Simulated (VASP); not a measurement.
# Cu (Fm-3m) in VASP: notebook

Runs on Cu. Level: LDA. Tasks: single point.

Everything below comes from runs of VASP 6.6.1. Logs are shortened: lines on timing, memory, paths and dates and some standing lists are left out, and cuts for length are marked.

**1. The cell of the first run**

Symmetry: Fm-3m, No. 225, cubic system. Conventional cell: a = 3.583 Å, b = 3.583 Å, c = 3.583 Å, α = 90.00°, β = 90.00°, γ = 90.00°. Within 3.3 Å of Cu (site symmetry m-3m) lie 12 Cu at 2.53 Å.

**2. Single point, LDA**

Contents of INCAR:

```
PREC     = Accurate       # precision mode
ENCUT    = 520            # plane-wave cutoff, eV
EDIFF    = 1E-7           # SCF threshold, eV
ISMEAR   = 1              # smearing method
SIGMA    = 0.15           # smearing width, eV
LREAL    = False          # projectors in reciprocal space
LASPH    = True           # aspherical terms in the spheres
NELM     = 60             # most SCF steps
ALGO     = Normal         # electronic algorithm
ISIF     = 2              # what is computed and relaxed
LWAVE    = False          # write WAVECAR
LCHARG   = False          # write CHGCAR
NBANDS   = 12             # bands
```

Contents of KPOINTS:

```
Automatic mesh
0
Gamma
  14 14 14
```

Contents of POSCAR:

```
Cu
1.0
    0.0000000000      1.7912883644      1.7912883644
    1.7912883644      0.0000000000      1.7912883644
    1.7912883644      1.7912883644      0.0000000000
Cu
1
Direct
    0.0000000000      0.0000000000      0.0000000000
```

Potentials or basis: VASP PAW LDA potentials, release 64 (Cu).

On the command line:

```
$ cat potpaw_LDA.64/Cu/POTCAR > POTCAR
$ mpirun -np 1 vasp_std > vasp.out
```

OUTCAR:

```text
PREC = Accurate
   ENCUT = 520
   EDIFF = 1E-7
   ISMEAR = 1
   LREAL = False
   LASPH = True
   NELM = 60
   ISIF = 2

 ion  position               nearest neighbor table
   1  0.000  0.000  0.000-

  LATTYP: Found a face centered cubic cell.
 ALAT       =     3.5825767288

  Lattice vectors:

 A1 = (   0.0000000000,   1.7912883644,   1.7912883644)
 A2 = (   1.7912883644,   0.0000000000,   1.7912883644)
 A3 = (   1.7912883644,   1.7912883644,   0.0000000000)

Analysis of symmetry for initial positions (statically):
=====================================================================
 Subroutine PRICEL returns:
 Original cell was already a primitive cell.

 Routine SETGRP: Setting up the symmetry group for a
 face centered cubic supercell.

 Subroutine GETGRP returns: Found 48 space group operations
 (whereof 48 operations were pure point group operations)
 out of a pool of 48 trial point group operations.

The static configuration has the point symmetry O_h .

Analysis of symmetry for dynamics (positions and initial velocities):
=====================================================================
 Subroutine PRICEL returns:
 Original cell was already a primitive cell.

 Routine SETGRP: Setting up the symmetry group for a
 face centered cubic supercell.

 Subroutine GETGRP returns: Found 48 space group operations
 (whereof 48 operations were pure point group operations)
 out of a pool of 48 trial point group operations.

The dynamic configuration has the point symmetry O_h .

 Subroutine INISYM returns: Found 48 space group operations
 (whereof 48 operations are pure point group operations),
 and found     1 'primitive' translations

----------------------------------------------------------------------------------------

                                     Primitive cell

  volume of cell :      11.4955

  direct lattice vectors                    reciprocal lattice vectors
     0.000000000  1.791288364  1.791288364    -0.279128704  0.279128704  0.279128704
     1.791288364  0.000000000  1.791288364     0.279128704 -0.279128704  0.279128704
     1.791288364  1.791288364  0.000000000     0.279128704  0.279128704 -0.279128704

  length of vectors
     2.533264299  2.533264299  2.533264299     0.483465098  0.483465098  0.483465098

  position of ions in fractional coordinates (direct lattice)
     0.000000000  0.000000000  0.000000000

  ion indices of the primitive-cell ions
   primitive index   ion index
                 1           1

----------------------------------------------------------------------------------------

 KPOINTS: Automatic mesh

Automatic generation of k-mesh.
 Grid dimensions read from file:
 generate k-points for:   14   14   14

 Generating k-lattice:

  Cartesian coordinates                     Fractional coordinates (reciprocal lattice)
    -0.019937765  0.019937765  0.019937765     0.071428571  0.000000000  0.000000000
     0.019937765 -0.019937765  0.019937765     0.000000000  0.071428571  0.000000000
     0.019937765  0.019937765 -0.019937765     0.000000000  0.000000000  0.071428571

  Length of vectors
     0.034533221  0.034533221  0.034533221

  Shift w.r.t. Gamma in fractional coordinates (k-lattice)
     0.000000000  0.000000000  0.000000000

 Subroutine IBZKPT returns following result:
 ===========================================

 Found    104 irreducible k-points:

 Following reciprocal coordinates:
            Coordinates               Weight
  0.000000  0.000000  0.000000      1.000000
  0.071429  0.000000  0.000000      8.000000
  0.142857  0.000000  0.000000      8.000000
  0.214286  0.000000  0.000000      8.000000
  0.285714  0.000000  0.000000      8.000000
  0.357143  0.000000  0.000000      8.000000
[... 16 lines left out ...]
  0.214286  0.142857  0.000000     24.000000
  0.285714  0.142857  0.000000     24.000000
 [... further k-points ...]
   k-points           NKPTS =    104   k-points in BZ     NKDIM =    104   number of bands    NBANDS=     12
   number of dos      NEDOS =    301   number of ions     NIONS =      1
   total plane-waves  NPLWV =   8000
   dimension x,y,z NGX =    20 NGY =   20 NGZ =   20
   dimension x,y,z NGXF=    40 NGYF=   40 NGZF=   40
   ions per type =               1
   NGX,Y,Z   is equivalent  to a cutoff of  13.13, 13.13, 13.13 a.u.
   NGXF,Y,Z  is equivalent  to a cutoff of  26.25, 26.25, 26.25 a.u.
 SYSTEM =  unknown system
   PREC   = accura    normal or accurate (medium, high low for compatibility)
   ISTART =      0    job   : 0-new  1-cont  2-samecut
   ICHARG =      2    charge: 1-file 2-atom 10-const
   ISPIN  =      1    spin polarized calculation?
   LNONCOLLINEAR =      F non collinear calculations
   LSORBIT =      F    spin-orbit coupling
   LASPH  =      T    aspherical Exc in radial PAW
   ENCUT  =  520.0 eV  38.22 Ry    6.18 a.u.   4.71  4.71  4.71*2*pi/ulx,y,z
   NELM   =     60;   NELMIN=  2; NELMDL= -5     # of ELM steps
   EDIFF  = 0.1E-06   stopping-criterion for ELM
   LREAL  =      F    real-space projection
   EDIFFG = 0.1E-05   stopping-criterion for IOM
   NSW    =      0    number of steps for IOM
   IBRION =     -1    ionic relax: 0-MD 1-quasi-New 2-CG
   NFREE  =      0    steps in history (QN), initial steepest desc. (CG)
   ISIF   =      2    stress and relaxation
   ISYM   =      2    0-nonsym 1-usesym 2-fastsym
   POTIM  = 0.5000    time-step for ionic-motion
   TEBEG  =    0.0;   TEEND  =   0.0 temperature during run
   PSTRESS=    0.0 pullay stress
   NELECT =      11.0000    total number of electrons
   NUPDOWN=      -1.0000    fix difference up-down
   EMIN   =  10.00;   EMAX   =-10.00  energy-range for DOS
   EFERMI =   0.00;   METHOD = LEGACY
   ISMEAR =     1;   SIGMA  =   0.15  broadening in eV -4-tet -1-fermi 0-gaus
   EFERMI_NEDOS =   21; number of points for ismear=-14 and -15
   IALGO  =     38    algorithm
   IMIX   =      4    mixing-type and parameters
     AMIX     =   0.40;   BMIX     =  1.00
     AMIX_MAG =   1.60;   BMIX_MAG =  1.00
  volume/ion in A,a.u.               =      11.50        77.58
  Fermi-wavevector in a.u.,A,eV,Ry     =   1.613232  3.048567 35.409410  2.602518
  Thomas-Fermi vector in A             =   2.708335
   LORBIT       =      0    0 simple, 1 ext, 2 COOP (PROOUT), +10 PAW based schemes
   GGA     = CA    functional components
   LHFCALC =     F    Hartree Fock is set to
   AEXX    =    0.0000 exact exchange contribution
   IVDW    =     0    specifies the selected vdW correction
   LEPSILON=     F    determine dielectric tensor
   LRPA    =     F    only Hartree local field effects (RPA)
 non-spin polarized calculation
 Methfessel and Paxton  Order N= 1 SIGMA  =   0.15
  energy-cutoff  :      520.00
  volume of cell :       11.50
 maximum number of plane-waves:       331
   NGX =  9   NGY =  9   NGZ =  9

 number of electron      11.0000011 magnetization

 Free energy of the ion-electron system (eV)
  ---------------------------------------------------
  ext. energy  EPLUGINS =         0.00000000
  ---------------------------------------------------
  free energy    TOTEN  =        -4.69315051 eV

  energy without entropy =       -4.69328039  energy(sigma->0) =       -4.69319380

 E-fermi :   7.6304     XC(G=0): -13.2608

 val. band max:        7.5553460288   @ k =   0.5000   0.2857   0.1429
 cond. band min:       7.6911814814   @ k =   0.5000   0.2143   0.0714
 fundamental gap:      0.1358354525
 Fermi energy:         7.6303766125

 k-point     1 :       0.0000    0.0000    0.0000
  band No.  band energies     occupation
      1      -1.8741      2.00000
      2       4.5279      2.00000
      3       4.5279      2.00000
      4       4.5279      2.00000
      5       5.4018      2.00000
      6       5.4018      2.00000
      7      30.5799      0.00000
      8      33.2571      0.00000
      9      33.2571      0.00000
     10      33.2571      0.00000
     11      35.8157      0.00000
     12      35.8157      0.00000

 k-point     2 :       0.0714    0.0000    0.0000
  band No.  band energies     occupation
      1      -1.6848      2.00000
      2       4.4872      2.00000
      3       4.5642      2.00000
      4       4.5642      2.00000
      5       5.3877      2.00000
      6       5.3877      2.00000
      7      29.3794      0.00000
      8      31.6058      0.00000
      9      32.7105      0.00000
     10      32.7105      0.00000
     11      36.6235      0.00000
     12      36.6235      0.00000

 k-point     3 :       0.1429    0.0000    0.0000
  band No.  band energies     occupation
      1      -1.1284      2.00000
      2       4.3847      2.00000
      3       4.6479      2.00000
      4       4.6479      2.00000
      5       5.3693      2.00000
      6       5.3693      2.00000
      7      25.8424      0.00000
      8      31.1599      0.00000
      9      31.8454      0.00000
     10      31.8454      0.00000
     11      37.7477      0.00000
     12      38.0283      0.00000

 k-point     4 :       0.2143    0.0000    0.0000
  band No.  band energies     occupation
      1      -0.2483      2.00000
      2       4.2825      2.00000
      3       4.7013      2.00000
      4       4.7013      2.00000
      5       5.4180      2.00000
      6       5.4180      2.00000
      7      22.1287      0.00000
      8      30.7668      0.00000
      9      31.1142      0.00000
     10      31.1142      0.00000
     11      37.4282      0.00000
     12      37.4282      0.00000

 k-point     5 :       0.2857    0.0000    0.0000
  band No.  band energies     occupation
      1       0.8358      2.00000
      2       4.3126      2.00000
      3       4.6679      2.00000
      4       4.6679      2.00000
      5       5.5762      2.00000
      6       5.5762      2.00000
      7      18.6199      0.00000
      8      30.2056      0.00000
      9      30.5811      0.00000
     10      30.5811      0.00000
     11      35.7442      0.00000
     12      35.7442      0.00000
[... 228 lines left out ...]
      1      -1.3731      2.00000
      2       4.4134      2.00000
      3       4.6175      2.00000
      4       4.6317      2.00000
      5       5.3170      2.00000
      6       5.4238      2.00000
      7      28.0793      0.00000
      8      29.0980      0.00000
      9      32.4024      0.00000
     10      33.9716      0.00000
     11      36.0650      0.00000
     12      36.5308      0.00000

 k-point    22 :       0.1429    0.1429    0.0000
  band No.  band energies     occupation
      1      -0.8835      2.00000
      2       4.2405      2.00000
      3       4.7692      2.00000
      4       4.7692      2.00000
      5       5.1512      2.00000
      6       5.5086      2.00000
      7      28.5442      0.00000
      8      28.5932      0.00000
      9      28.5932      0.00000
     10      30.5578      0.00000
     11      35.0677      0.00000
     12      39.9805      0.00000

 k-point    23 :       0.2143    0.1429    0.0000
  band No.  band energies     occupation
      1      -0.2367      2.00000
      2       4.1032      2.00000
      3       4.8259      2.00000
      4       4.8801      2.00000
      5       5.1396      2.00000
      6       5.5711      2.00000
      7      25.0608      0.00000
      8      27.4570      0.00000
      9      28.7438      0.00000
     10      30.7627      0.00000
     11      33.3880      0.00000
     12      40.0207      0.00000

 k-point    24 :       0.2857    0.1429    0.0000
  band No.  band energies     occupation
      1       0.6866      2.00000
      2       3.9919      2.00000
      3       4.6911      2.00000
      4       4.9246      2.00000
      5       5.4226      2.00000
      6       5.6918      2.00000
      7      21.4295      0.00000
      8      26.6719      0.00000
      9      28.1479      0.00000
     10      29.9370      0.00000
     11      34.5236      0.00000
     12      39.3598      0.00000

 [... further k-points ...]

------------------------ aborting loop because EDIFF is reached ----------------------------------------

  FORCE on cell =-STRESS in cart. coord.  units (eV):
  Direction    XX          YY          ZZ          XY          YZ          ZX
  --------------------------------------------------------------------------------------
  -------------------------------------------------------------------------------------
  Total       -0.5793092     -0.5793092     -0.5793092     -0.0000000     -0.0000000      0.0000000
  in kB      -80.7410750    -80.7410750    -80.7410750     -0.0000000     -0.0000000      0.0000000
  external PRESSURE =     -80.7410750 kB  Pullay stress =       0.0000000 kB

 VOLUME and BASIS-vectors are now :
 -----------------------------------------------------------------------------
  energy-cutoff  :      520.00
  volume of cell :       11.50
      direct lattice vectors                 reciprocal lattice vectors
     0.000000000  1.791288364  1.791288364    -0.279128704  0.279128704  0.279128704
     1.791288364  0.000000000  1.791288364     0.279128704 -0.279128704  0.279128704
     1.791288364  1.791288364  0.000000000     0.279128704  0.279128704 -0.279128704

 POSITION                                       TOTAL-FORCE (eV/Angst)
 -----------------------------------------------------------------------------------
      0.00000      0.00000      0.00000         0.000000      0.000000      0.000000
 -----------------------------------------------------------------------------------
    total drift:                                0.000000      0.000000      0.000000

  FREE ENERGIE OF THE ION-ELECTRON SYSTEM (eV)
  ---------------------------------------------------
  free  energy   TOTEN  =        -4.6931505121 eV

  energy  without entropy=       -4.6932803894  energy(sigma->0) =       -4.69319380
```

Wall time 8.3 s (1 thread of Intel Xeon Platinum 8559C (Emerald Rapids), shared host); peak memory 0.12 GiB.

Results:

```yaml
Free_energy: -4.6932 eV
Pressure: -8.1 GPa
```

(Part 1 of 2 ends here.)
